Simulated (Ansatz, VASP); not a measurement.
## Mg2O: VASP beside Ansatz

```xyz
6
Lattice="3.0738 0.0000 0.0000 -1.5369 2.6620 0.0000 0.0000 0.0000 10.1372" Properties=species:S:1:pos:R:3 pbc="T T T"
Mg    0.0000    0.0000    0.0000
Mg    0.0000    1.7746    7.6715
Mg    1.5369    0.8873    2.4656
Mg    0.0000    0.0000    5.0686
O     0.0000    1.7746    1.2179
O     1.5369    0.8873    8.9192
```

Alike in both runs: functional PBE; k mesh 6 × 6 × 2; occupations gaussian, width 0.2 eV; no spin polarisation.

Ansatz relaxed the structure, and its values are those at the end. VASP's run is a single point on that final structure, the one shown.

|  | VASP | Ansatz |
| --- | --- | --- |
| version | VASP 6.6.1 | Ansatz 0.2.0 |
| potentials or method | VASP PAW PBE potentials, release 64 (Mg, O), cutoff 520 eV | scalar-relativistic, plane waves, PAW |
| valence electrons in the cell | 20 | 52 |

```tsv
	VASP	Ansatz	Ansatz less VASP
gap on the k mesh at the Fermi level (eV)	none	none	-
pressure (GPa)	-0.4	0.0	+0.37
rms of the force components (eV/Å)	0.018	0.021	+0.0032
```

A gap of «none» marks a metal or a gap that the smearing closes. VASP's potentials hold 20 valence electrons a cell and Ansatz's 52, so a difference there can come from the potentials and not from the codes.

The k mesh is coarse, so the values compare programs but aren't converged.
